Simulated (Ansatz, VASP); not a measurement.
## Two plane-wave programs on MgSi3N2

```xyz
6
Lattice="5.1186 0.0000 0.0000 -2.5593 4.4328 0.0000 0.0000 0.0000 5.0747" Properties=species:S:1:pos:R:3 pbc="T T T"
Mg    2.5593    1.4776    0.0000
Si    2.5593    1.4776    2.5373
Si    0.0000    0.0000    0.0000
Si    0.0000    0.0000    2.5373
N     0.0000    2.9552    0.5618
N     0.0000    2.9552    4.5129
```

Change from the starting cell: species swapped into the La2CuSi3 type (P-6m2, No. 187).

Alike in both runs: functional PBE; k mesh 6 × 6 × 4; occupations gaussian, width 0.1 eV; no spin polarisation.

Ansatz relaxed the structure, and its values are those at the end. VASP's run is a single point on that final structure, the one shown.

|  | VASP | Ansatz |
| --- | --- | --- |
| version | VASP 6.6.1 | Ansatz 0.2.0 |
| potentials or method | VASP PAW PBE potentials, release 64 (Mg_sv, Si, N), cutoff 840 eV | scalar-relativistic, plane waves, PAW |
| valence electrons in the cell | 32 | 32 |

Ansatz gave:

| Property | Result |
| --- | --- |
| gap on the k mesh at the Fermi level (eV) | none |
| pressure (GPa) | 0.0 |
| rms of the force components (eV/Å) | 0.007 |

Which values does VASP return?

gap on the k mesh at the Fermi level (eV): none; pressure (GPa): 0.6; rms of the force components (eV/Å): 0.419.

A gap of «none» marks a metal or a gap that the smearing closes. With one functional, cell and mesh, what is left measures potentials, basis and numerics.

Noted on VASP's run: the standard files for N, O and F lose accuracy on very short bonds.
